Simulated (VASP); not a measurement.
# Be (P2_12_12) in VASP: relaxation of cell and atoms with PBE

Aim: the relaxation of cell and atoms of Be with PBE.

Everything below comes from runs of VASP 6.6.1. Logs are shortened: lines on timing, memory, paths and dates and some standing lists are left out, and cuts for length are marked.

**1. The cell of the first run**

The structure is orthorhombic, space group P2_12_12 (No. 18). The conventional cell has a = 2.168 Å, b = 3.755 Å, c = 3.416 Å, α = 90.00°, β = 90.00°, γ = 90.00°. Within 2.1 Å of Be (site symmetry 1) lie 4 Be at 1.54 to 1.97 Å.

**2. Relaxation of cell and atoms, PBE**

INCAR reads:

```
SYSTEM = Be
ALGO     = Normal         ! electronic algorithm
EDIFF    = 1E-6           ! SCF threshold, eV
EDIFFG   = -0.05          ! ionic threshold
ENCUT    = 600            ! plane-wave cutoff, eV
GGA      = PE             ! functional
IBRION   = 2              ! ionic algorithm
ISIF     = 3              ! what is computed and relaxed
ISMEAR   = 0              ! smearing method
LASPH    = .True.         ! aspherical terms in the spheres
LCHARG   = .False.        ! write CHGCAR
LREAL    = .False.        ! projectors in reciprocal space
LWAVE    = .False.        ! write WAVECAR
NELM     = 80             ! most SCF steps
NSW      = 90             ! ionic steps
PREC     = Accurate       ! precision mode
SIGMA    = 0.1            ! smearing width, eV
```

KPOINTS reads:

```
k-points
0
Gamma
  10 6 6
  0 0 0
```

POSCAR reads:

```
Be
1.0
    2.1680000000      0.0000000000      0.0000000000
    0.0000000000      3.7550000000      0.0000000000
    0.0000000000      0.0000000000      3.4160000000
Be
4
Direct
    0.6700000000      0.8200000000      0.7000000000
    0.3300000000      0.1800000000      0.7000000000
    0.1700000000      0.6800000000      0.3000000000
    0.8300000000      0.3200000000      0.3000000000
```

Potentials or basis: VASP PAW PBE potentials, release 64 (Be).

Run with:

```sh
$ cat potpaw_PBE.64/Be/POTCAR > POTCAR
$ mpirun -np 1 vasp_std > vasp.out
```

OUTCAR:

```text
SYSTEM = Be
   EDIFF = 1E-6
   EDIFFG = -0.05
   ENCUT = 600
   GGA = PE
   IBRION = 2
   ISIF = 3
   ISMEAR = 0
   LASPH = .True.
   LREAL = .False.
   NELM = 80
   NSW = 90
   PREC = Accurate

 ion  position               nearest neighbor table
   1  0.670  0.820  0.700-   2 1.54   3 1.82   3 1.82   2 1.97   4 2.35   4 2.35   3 2.38   3 2.38

   2  0.330  0.180  0.700-   1 1.54   4 1.82   4 1.82   1 1.97   3 2.35   3 2.35   4 2.38   4 2.38

   3  0.170  0.680  0.300-   4 1.54   1 1.82   1 1.82   4 1.97   2 2.35   2 2.35   1 2.38   1 2.38

   4  0.830  0.320  0.300-   3 1.54   2 1.82   2 1.82   3 1.97   1 2.35   1 2.35   2 2.38   2 2.38

  LATTYP: Found a simple orthorhombic cell.
 ALAT       =     2.1680000000
 B/A-ratio  =     1.5756457565
 C/A-ratio  =     1.7320110701

  Lattice vectors:

 A1 = (  -2.1680000000,   0.0000000000,   0.0000000000)
 A2 = (   0.0000000000,   0.0000000000,   3.4160000000)
 A3 = (   0.0000000000,   3.7550000000,   0.0000000000)

Analysis of symmetry for initial positions (statically):
=====================================================================
 Subroutine PRICEL returns:
 Original cell was already a primitive cell.

 Routine SETGRP: Setting up the symmetry group for a
 simple orthorhombic supercell.

 Subroutine GETGRP returns: Found  4 space group operations
 (whereof  2 operations were pure point group operations)
 out of a pool of  8 trial point group operations.

The static configuration has the point symmetry C_2 .
 The point group associated with its full space group is D_2 .

Analysis of symmetry for dynamics (positions and initial velocities):
=====================================================================
 Subroutine PRICEL returns:
 Original cell was already a primitive cell.

 Routine SETGRP: Setting up the symmetry group for a
 simple orthorhombic supercell.

 Subroutine GETGRP returns: Found  4 space group operations
 (whereof  2 operations were pure point group operations)
 out of a pool of  8 trial point group operations.

The dynamic configuration has the point symmetry C_2 .
 The point group associated with its full space group is D_2 .

 Subroutine INISYM returns: Found  4 space group operations
 (whereof  2 operations are pure point group operations),
 and found     1 'primitive' translations

----------------------------------------------------------------------------------------

                                     Primitive cell

  volume of cell :      27.8091

  direct lattice vectors                    reciprocal lattice vectors
[... 114 lines left out ...]
  Thomas-Fermi vector in A             =   2.216708
   LORBIT       =      0    0 simple, 1 ext, 2 COOP (PROOUT), +10 PAW based schemes
   GGA     = PE    functional components
   LHFCALC =     F    Hartree Fock is set to
   AEXX    =    0.0000 exact exchange contribution
   IVDW    =     0    specifies the selected vdW correction
   LEPSILON=     F    determine dielectric tensor
   LRPA    =     F    only Hartree local field effects (RPA)
 conjugate gradient relaxation of ions
 non-spin polarized calculation
 Gauss-broadening in eV      SIGMA  =   0.10
  energy-cutoff  :      600.00
  volume of cell :       27.81
 maximum number of plane-waves:       950
 NGX is ok and might be reduce to    18
   NGX =  9   NGY = 15   NGZ = 13

--------------------------------------- Ionic step        1  -------------------------------------------

 number of electron       8.0000000 magnetization

 Free energy of the ion-electron system (eV)
  ---------------------------------------------------
  ext. energy  EPLUGINS =         0.00000000
  ---------------------------------------------------
  free energy    TOTEN  =        -9.74373482 eV

  energy without entropy =       -9.74107983  energy(sigma->0) =       -9.74240732

------------------------ aborting loop because EDIFF is reached ----------------------------------------

  FORCE on cell =-STRESS in cart. coord.  units (eV):
  Direction    XX          YY          ZZ          XY          YZ          ZX
  --------------------------------------------------------------------------------------
  -------------------------------------------------------------------------------------
  Total       11.5695294     15.4272536      5.8418145      0.0000000      0.0000000      0.0000000
  in kB      666.5599164    888.8165240    336.5667907      0.0000000      0.0000000      0.0000000
  external PRESSURE =     630.6477437 kB  Pullay stress =       0.0000000 kB
[... 25 lines left out ...]
--------------------------------------- Ionic step        2  -------------------------------------------

 number of electron       8.0000000 magnetization

 E-fermi :   4.8269     XC(G=0):  -9.8196

 val. band max:        4.7536159162   @ k =   0.2000   0.1667   0.1667
 cond. band min:       4.8887087546   @ k =   0.1000   0.1667   0.3333
 fundamental gap:      0.1350928384
 Fermi energy:         4.8269402568

 k-point     1 :       0.0000    0.0000    0.0000
  band No.  band energies     occupation
      1      -4.8432      2.00000
      2       0.2922      2.00000
      3       2.1247      2.00000
      4       2.5625      2.00000
      5       6.7472      0.00000
      6       6.9387      0.00000
      7       9.3601      0.00000
      8      12.5454      0.00000
[... 322 lines left out ...]
  FREE ENERGIE OF THE ION-ELECTRON SYSTEM (eV)
  ---------------------------------------------------
  free  energy   TOTEN  =       -14.0716627907 eV

  energy  without entropy=      -14.0697693660  energy(sigma->0) =      -14.07071608

[... ionic steps 4 to 10 ...]

--------------------------------------- Ionic step       11  -------------------------------------------

 number of electron       8.0000000 magnetization

------------------------ aborting loop because EDIFF is reached ----------------------------------------
[... 71 lines left out ...]
--------------------------------------- Ionic step       13  -------------------------------------------

 number of electron       8.0000000 magnetization

 Free energy of the ion-electron system (eV)
  ---------------------------------------------------
  ext. energy  EPLUGINS =         0.00000000
  ---------------------------------------------------
  free energy    TOTEN  =       -14.64032370 eV

  energy without entropy =      -14.63530169  energy(sigma->0) =      -14.63781269

 E-fermi :   7.6989     XC(G=0): -10.6246

 val. band max:        7.6815392533   @ k =   0.1000   0.0000   0.1667
 cond. band min:       7.7173144207   @ k =   0.2000   0.0000   0.0000
 fundamental gap:      0.0357751673
 Fermi energy:         7.6988768377

 k-point     1 :       0.0000    0.0000    0.0000
  band No.  band energies     occupation
      1      -4.3162      2.00000
      2       2.2777      2.00000
      3       2.4685      2.00000
      4       7.5493      1.96556
      5       7.9130      0.00246
      6      10.9351      0.00000
      7      11.1470      0.00000
      8      13.6897      0.00000
[... 284 lines left out ...]
  FREE ENERGIE OF THE ION-ELECTRON SYSTEM (eV)
  ---------------------------------------------------
  free  energy   TOTEN  =       -14.6403236971 eV

  energy  without entropy=      -14.6353016894  energy(sigma->0) =      -14.63781269

 reached required accuracy - stopping structural energy minimisation
```

OSZICAR:

```text
N       E                     dE             d eps       ncg     rms          rms(c)
DAV:   1     0.104244763749E+02    0.10424E+02   -0.40173E+03  1536   0.961E+02
DAV:   2    -0.110078581454E+02   -0.21432E+02   -0.20806E+02  2504   0.141E+02
DAV:   3    -0.112133618694E+02   -0.20550E+00   -0.19972E+00  1976   0.127E+01
DAV:   4    -0.112138051467E+02   -0.44328E-03   -0.44326E-03  2512   0.569E-01
[... 92 lines left out ...]
DAV:   1    -0.146404759918E+02   -0.16736E-02   -0.28415E-02  1688   0.118E+00    0.562E-02
DAV:   2    -0.146403569631E+02    0.11903E-03   -0.66321E-04  2312   0.211E-01    0.294E-02
DAV:   3    -0.146403250340E+02    0.31929E-04   -0.13531E-04  2024   0.632E-02    0.828E-03
DAV:   4    -0.146403238593E+02    0.11746E-05   -0.43727E-06  1888   0.185E-02    0.147E-03
DAV:   5    -0.146403236971E+02    0.16223E-06   -0.89263E-08  1080   0.239E-03
  13 F= -.14640324E+02 E0= -.14637813E+02  d E =-.152176E-02
```

It took 1.8 min on 1 thread of AMD EPYC 9R45 (Zen 5), shared host; peak memory 0.11 GiB.

Results:

| Item | Value |
| --- | --- |
| Free energy | -14.6403 eV |
| Relaxed volume | 7.88 Å³/atom |
| Relaxed cell | a = 2.399 Å, b = 3.650 Å, c = 3.598 Å, α = 90.00°, β = 90.00°, γ = 90.00° |
| Space group after relaxing (to 0.05 Å) | I4/mmm (No. 139) |
| Energy gained by relaxing | 1224.1 meV/atom |
| Ionic steps | 13 |
| Pressure after relaxing | 0.0 GPa |
| Largest force after relaxing | 0.014 eV/Å |
| Band gap on the k mesh | zero (band 4 reaches 8.19 eV, above the bottom of band 5 at 7.06 eV) |

Forces on the atoms (eV/Å):
```
Be  -0.007  0.009  0.008
Be   0.007 -0.009  0.008
Be  -0.007 -0.009 -0.008
Be   0.007  0.009 -0.008
```

The path:
```csv
step,energy change (eV),largest force (eV/Å),pressure (GPa),volume (Å³)
1,0.0000,7.6831,63.06,27.81
2,-4.1378,0.2938,-13.84,40.23
3,-4.3279,1.2070,-5.01,35.87
4,-4.3380,1.0267,-6.96,36.55
5,-4.3372,1.0761,-6.44,36.36
6,-4.6782,0.2976,-7.05,34.95
7,-4.7591,0.7209,-3.77,33.32
8,-4.7717,0.5056,-5.36,33.83
9,-4.8643,0.3545,-0.80,32.04
10,-4.8769,0.2276,2.67,30.90
11,-4.8949,0.0405,0.57,31.34
12,-4.8951,0.0667,0.33,31.40
13,-4.8966,0.0138,0.02,31.50
```

Final structure:
```xyz
4
Lattice="2.3986 0.0000 0.0000 0.0000 3.6505 0.0000 0.0000 0.0000 3.5977" Properties=species:S:1:pos:R:3 pbc="T T T"
Be    1.7996    2.7372    2.6978
Be    0.5990    0.9133    2.6978
Be    0.6003    2.7386    0.8999
Be    1.7983    0.9119    0.8999
```

Levels at points of the mesh, in eV from the Fermi level:
| k point | band 1 | band 2 | band 3 | band 4 | band 5 | band 6 | band 7 | band 8 |
| --- | --- | --- | --- | --- | --- | --- | --- | --- |
| (0.00, 0.00, 0.00) | -12.02 | -5.42 | -5.23 | -0.15 | 0.21 | 3.24 | 3.45 | 5.99 |
| (0.50, 0.00, 0.00) | -7.15 | -7.15 | 0.50 | 0.50 | 0.93 | 0.93 | 1.12 | 1.12 |
| (0.00, 0.50, 0.00) | -9.95 | -9.95 | -2.56 | -2.56 | 1.21 | 1.21 | 8.52 | 8.52 |
| (0.50, 0.50, 0.00) | -5.23 | -5.23 | -5.23 | -5.23 | 3.74 | 3.74 | 3.74 | 3.74 |
| (0.00, 0.00, 0.50) | -9.89 | -9.89 | -2.67 | -2.66 | 0.90 | 0.90 | 8.61 | 8.62 |
| (0.50, 0.00, 0.50) | -5.20 | -5.20 | -5.19 | -5.19 | 3.63 | 3.63 | 3.64 | 3.64 |
| (0.00, 0.50, 0.50) | -7.74 | -7.74 | -7.74 | -7.74 | 8.61 | 8.61 | 8.63 | 8.63 |
| (0.50, 0.50, 0.50) | -4.81 | -4.81 | -4.81 | -4.81 | 0.91 | 0.91 | 0.91 | 0.91 |

Caveat: the volume moved by +13 % from the deposited cell, more than functionals usually miss; the relaxation stopped at a loose force limit of 0.05 eV/Å, so its end isn't a converged minimum. PBE usually gives volumes a little too large and moduli too small.
